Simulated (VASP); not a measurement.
# Bi (Fd-3m) in VASP: notebook

Runs on Bi. Level: PBE. Tasks: single point, relaxation of cell and atoms.

Program: VASP 6.6.1. These are calculated values, not measurements. Logs are shortened: lines on timing, memory, paths and dates and some standing lists are left out, and cuts for length are marked.

## 1. The cell of the first run

Symmetry: Fd-3m, No. 227, cubic system. Conventional cell: a = 7.262 Å, b = 7.262 Å, c = 7.262 Å, α = 90.00°, β = 90.00°, γ = 90.00°. Within 4.1 Å of Bi (site symmetry -43m) lie 4 Bi at 3.14 Å.

The cell was built from a structure type or drawn by symmetry, and may not be a known phase.

## 2. Single point, PBE

Contents of INCAR:

```
PREC = Accurate
ENCUT = 520
EDIFF = 1E-6
ISMEAR = 0
SIGMA = 0.1
LREAL = False
LASPH = True
NELM = 80
ALGO = Normal
ISIF = 2
LWAVE = False
LCHARG = False
GGA = PE
NBANDS = 22
```

Contents of KPOINTS:

```
regular mesh
0
Gamma
  4 4 4
```

Contents of POSCAR:

```
Bi
1.0
    0.0000000000      3.6308431291      3.6308431291
    3.6308431291      0.0000000000      3.6308431291
    3.6308431291      3.6308431291      0.0000000000
Bi
2
Direct
    0.0000000000      0.0000000000      0.0000000000
    0.2500000000      0.2500000000      0.2500000000
```

Potentials or basis: VASP PAW PBE potentials, release 64 (Bi_d).

Started as:

```sh
cat potpaw_PBE.64/Bi_d/POTCAR > POTCAR
mpirun -np 1 vasp_std > vasp.out
```

OUTCAR:

```text
PREC = Accurate
   ENCUT = 520
   EDIFF = 1E-6
   ISMEAR = 0
   LREAL = False
   LASPH = True
   NELM = 80
   ISIF = 2
   GGA = PE

 ion  position               nearest neighbor table
   1  0.000  0.000  0.000-   2 3.14   2 3.14   2 3.14   2 3.14
   2  0.250  0.250  0.250-   1 3.14   1 3.14   1 3.14   1 3.14

  LATTYP: Found a face centered cubic cell.
 ALAT       =     7.2616862582

  Lattice vectors:

 A1 = (   0.0000000000,   3.6308431291,   3.6308431291)
 A2 = (   3.6308431291,   0.0000000000,   3.6308431291)
 A3 = (   3.6308431291,   3.6308431291,   0.0000000000)

Analysis of symmetry for initial positions (statically):
=====================================================================
 Subroutine PRICEL returns:
 Original cell was already a primitive cell.

 Routine SETGRP: Setting up the symmetry group for a
 face centered cubic supercell.

 Subroutine GETGRP returns: Found 48 space group operations
 (whereof 24 operations were pure point group operations)
 out of a pool of 48 trial point group operations.

The static configuration has the point symmetry T_d .
 The point group associated with its full space group is O_h .

Analysis of symmetry for dynamics (positions and initial velocities):
=====================================================================
 Subroutine PRICEL returns:
 Original cell was already a primitive cell.

 Routine SETGRP: Setting up the symmetry group for a
 face centered cubic supercell.

 Subroutine GETGRP returns: Found 48 space group operations
 (whereof 24 operations were pure point group operations)
 out of a pool of 48 trial point group operations.

The dynamic configuration has the point symmetry T_d .
 The point group associated with its full space group is O_h .

 Subroutine INISYM returns: Found 48 space group operations
 (whereof 24 operations are pure point group operations),
 and found     1 'primitive' translations

----------------------------------------------------------------------------------------

                                     Primitive cell

  volume of cell :      95.7310

  direct lattice vectors                    reciprocal lattice vectors
     0.000000000  3.630843129  3.630843129    -0.137709062  0.137709062  0.137709062
     3.630843129  0.000000000  3.630843129     0.137709062 -0.137709062  0.137709062
     3.630843129  3.630843129  0.000000000     0.137709062  0.137709062 -0.137709062

  length of vectors
[... 61 lines left out ...]
   LSORBIT =      F    spin-orbit coupling
   LASPH  =      T    aspherical Exc in radial PAW
   ENCUT  =  520.0 eV  38.22 Ry    6.18 a.u.   9.55  9.55  9.55*2*pi/ulx,y,z
   NELM   =     80;   NELMIN=  2; NELMDL= -5     # of ELM steps
   EDIFF  = 0.1E-05   stopping-criterion for ELM
   LREAL  =      F    real-space projection
   EDIFFG = 0.1E-04   stopping-criterion for IOM
   NSW    =      0    number of steps for IOM
   IBRION =     -1    ionic relax: 0-MD 1-quasi-New 2-CG
   NFREE  =      0    steps in history (QN), initial steepest desc. (CG)
   ISIF   =      2    stress and relaxation
   ISYM   =      2    0-nonsym 1-usesym 2-fastsym
   POTIM  = 0.5000    time-step for ionic-motion
   TEBEG  =    0.0;   TEEND  =   0.0 temperature during run
   PSTRESS=    0.0 pullay stress
   NELECT =      30.0000    total number of electrons
   NUPDOWN=      -1.0000    fix difference up-down
   EMIN   =  10.00;   EMAX   =-10.00  energy-range for DOS
   EFERMI =   0.00;   METHOD = LEGACY
   ISMEAR =     0;   SIGMA  =   0.10  broadening in eV -4-tet -1-fermi 0-gaus
   EFERMI_NEDOS =   21; number of points for ismear=-14 and -15
   IALGO  =     38    algorithm
   IMIX   =      4    mixing-type and parameters
     AMIX     =   0.40;   BMIX     =  1.00
     AMIX_MAG =   1.60;   BMIX_MAG =  1.00
  volume/ion in A,a.u.               =      47.87       323.01
  Fermi-wavevector in a.u.,A,eV,Ry     =   1.111982  2.101341 16.823658  1.236504
  Thomas-Fermi vector in A             =   2.248551
   LORBIT       =      0    0 simple, 1 ext, 2 COOP (PROOUT), +10 PAW based schemes
   GGA     = PE    functional components
   LHFCALC =     F    Hartree Fock is set to
   AEXX    =    0.0000 exact exchange contribution
   IVDW    =     0    specifies the selected vdW correction
   LEPSILON=     F    determine dielectric tensor
   LRPA    =     F    only Hartree local field effects (RPA)
 non-spin polarized calculation
 Gauss-broadening in eV      SIGMA  =   0.10
  energy-cutoff  :      520.00
  volume of cell :       95.73
 maximum number of plane-waves:      2637
 NGX is ok and might be reduce to    40
   NGX = 19   NGY = 19   NGZ = 19

 number of electron      29.9999987 magnetization

 Free energy of the ion-electron system (eV)
  ---------------------------------------------------
  ext. energy  EPLUGINS =         0.00000000
  ---------------------------------------------------
  free energy    TOTEN  =        -7.48132142 eV

  energy without entropy =       -7.47603192  energy(sigma->0) =       -7.47867667

 E-fermi :   3.5209     XC(G=0):  -7.9377

 val. band max:        3.5209060428   @ k =   0.2500   0.2500   0.0000
 cond. band min:       4.1901297599   @ k =  -0.2500   0.5000   0.2500
 fundamental gap:      0.6692237172
 Fermi energy:         3.5209066658

 k-point     1 :       0.0000    0.0000    0.0000
  band No.  band energies     occupation
      1     -19.2192      2.00000
      2     -19.2192      2.00000
      3     -19.2192      2.00000
      4     -19.1787      2.00000
      5     -19.1787      2.00000
      6     -19.0160      2.00000
[... 189 lines left out ...]
     21      11.7028      0.00000
     22      11.7028      0.00000

------------------------ aborting loop because EDIFF is reached ----------------------------------------

  FORCE on cell =-STRESS in cart. coord.  units (eV):
  Direction    XX          YY          ZZ          XY          YZ          ZX
  --------------------------------------------------------------------------------------
  -------------------------------------------------------------------------------------
  Total       -0.1449118     -0.1449118     -0.1449118     -0.0000000      0.0000000     -0.0000000
  in kB       -2.4252794     -2.4252794     -2.4252794     -0.0000000      0.0000000     -0.0000000
  external PRESSURE =      -2.4252794 kB  Pullay stress =       0.0000000 kB

 VOLUME and BASIS-vectors are now :
 -----------------------------------------------------------------------------
  energy-cutoff  :      520.00
  volume of cell :       95.73
      direct lattice vectors                 reciprocal lattice vectors
     0.000000000  3.630843129  3.630843129    -0.137709062  0.137709062  0.137709062
     3.630843129  0.000000000  3.630843129     0.137709062 -0.137709062  0.137709062
     3.630843129  3.630843129  0.000000000     0.137709062  0.137709062 -0.137709062

 POSITION                                       TOTAL-FORCE (eV/Angst)
 -----------------------------------------------------------------------------------
      0.00000      0.00000      0.00000        -0.000000      0.000000     -0.000000
      1.81542      1.81542      1.81542         0.000000     -0.000000      0.000000
 -----------------------------------------------------------------------------------
    total drift:                               -0.000000     -0.000000      0.000000

  FREE ENERGIE OF THE ION-ELECTRON SYSTEM (eV)
  ---------------------------------------------------
  free  energy   TOTEN  =        -7.4813214154 eV

  energy  without entropy=       -7.4760319191  energy(sigma->0) =       -7.47867667
```

stdout:

```text
POSCAR found type information on POSCAR Bi
 POSCAR found :  1 types and       2 ions
 scaLAPACK will be used
 LDA part: xc-table for (Slater+PW92), standard interpolation
 POSCAR, INCAR and KPOINTS ok, starting setup
 FFT: planning ... GRIDC
 FFT: planning ... GRID_SOFT
 FFT: planning ... GRID
 WAVECAR not read
 entering main loop
```

Run time: 15 s. Hardware: 1 thread of Intel Xeon Platinum 8488C (Sapphire Rapids), shared host; peak memory 0.22 GiB.

What came out:

- Free energy: -7.4813 eV
- Pressure: -0.2 GPa
- Band gap on the k mesh: zero (bands 15 and 16 overlap by 0.99 eV)

Levels at points of the mesh, in eV from the Fermi level:
```tsv
k point	band 12	band 13	band 14	band 15	band 16	band 17	band 18	band 19
(0.00, 0.00, 0.00)	-7.77	-1.22	-1.22	-1.22	0.96	0.96	0.96	3.38
(0.50, 0.00, 0.00)	-9.44	-2.28	-2.00	-2.00	1.99	1.99	3.86	5.19
(0.50, 0.50, 0.00)	-10.54	-2.82	-2.82	-0.32	-0.32	4.36	4.36	6.08
```

Caveat: the k points lie up to 0.37 Å⁻¹ apart, too coarse for converged energies and pressures of a metal; spin-orbit coupling is left out, which moves the levels of the heavy elements.

## 3. Relaxation of cell and atoms, PBE

This run uses another cell than the first one, of 43.03 Å³/atom.

Contents of INCAR:

```
SYSTEM = Bi
PREC = Accurate
ENCUT = 600
EDIFF = 1E-6
ISMEAR = 0
SIGMA = 0.1
LREAL = .False.
LASPH = .True.
NELM = 100
ALGO = Normal
ISIF = 3
LWAVE = .False.
LCHARG = .False.
GGA = PE
IBRION = 2
NSW = 90
EDIFFG = -0.04
```

Contents of KPOINTS:

```
Automatic mesh
0
Gamma
  4 4 4
  0 0 0
```

Contents of POSCAR:

```
Bi
1.0
    0.0000000000      3.5043151423      3.5043151423
    3.5043151423      0.0000000000      3.5043151423
    3.5043151423      3.5043151423      0.0000000000
Bi
2
Direct
    0.0000000000      0.0000000000      0.0000000000
    0.2500000000      0.2500000000      0.2500000000
```

Potentials or basis: VASP PAW PBE potentials, release 64 (Bi_d).

Started as:

```sh
cat potpaw_PBE.64/Bi_d/POTCAR > POTCAR
mpirun -np 1 vasp_std > vasp.out
```

It took 36 s on 1 thread of Intel Xeon Platinum 8488C (Sapphire Rapids), shared host; peak memory 0.24 GiB.

The run converged. Its results:

```yaml
Free_energy: -7.4801 eV
Relaxed_volume: 47.48 Å³/atom
Relaxed_cell: a = 5.121 Å, b = 5.121 Å, c = 5.121 Å, α = 60.00°, β = 60.00°, γ = 60.00°
Space_group_after_relaxing_to_0.1_Å: Fd-3m (No. 227)
Energy_gained_by_relaxing: 47.1 meV/atom
Ionic_steps: 3
Pressure_after_relaxing: 0.0 GPa
Band_gap_on_the_k_mesh: zero (bands 15 and 16 overlap by 1.01 eV)
```

The path:
| step | energy change (eV) | largest force (eV/Å) | pressure (GPa) | volume (Å³) |
| --- | --- | --- | --- | --- |
| 1 | 0.0000 | 0.0000 | 3.70 | 86.07 |
| 2 | -0.0789 | 0.0000 | -1.15 | 99.06 |
| 3 | -0.0943 | 0.0000 | 0.01 | 94.95 |

Final structure:
```
Bi
1.0
     0.00000    3.62099    3.62099
     3.62099    0.00000    3.62099
     3.62099    3.62099    0.00000
Bi
2
Direct
  0.00000 0.00000 0.00000
  0.25000 0.25000 0.25000
```

Levels at points of the mesh, in eV from the Fermi level:
| k point | band 11 | band 12 | band 13 | band 14 | band 15 | band 16 | band 17 | band 18 | band 19 |
| --- | --- | --- | --- | --- | --- | --- | --- | --- | --- |
| (0.00, 0.00, 0.00) | -12.40 | -7.73 | -1.22 | -1.22 | -1.22 | 0.97 | 0.97 | 0.97 | 3.39 |
| (0.50, 0.00, 0.00) | -11.50 | -9.44 | -2.29 | -2.00 | -2.00 | 2.01 | 2.01 | 3.91 | 5.19 |
| (0.50, 0.50, 0.00) | -10.55 | -10.55 | -2.84 | -2.84 | -0.32 | -0.32 | 4.41 | 4.41 | 6.11 |

Caveat: the k points lie up to 0.38 Å⁻¹ apart in the final cell, too coarse for converged energies and pressures of a metal; spin-orbit coupling is left out, which moves the levels of the heavy elements.
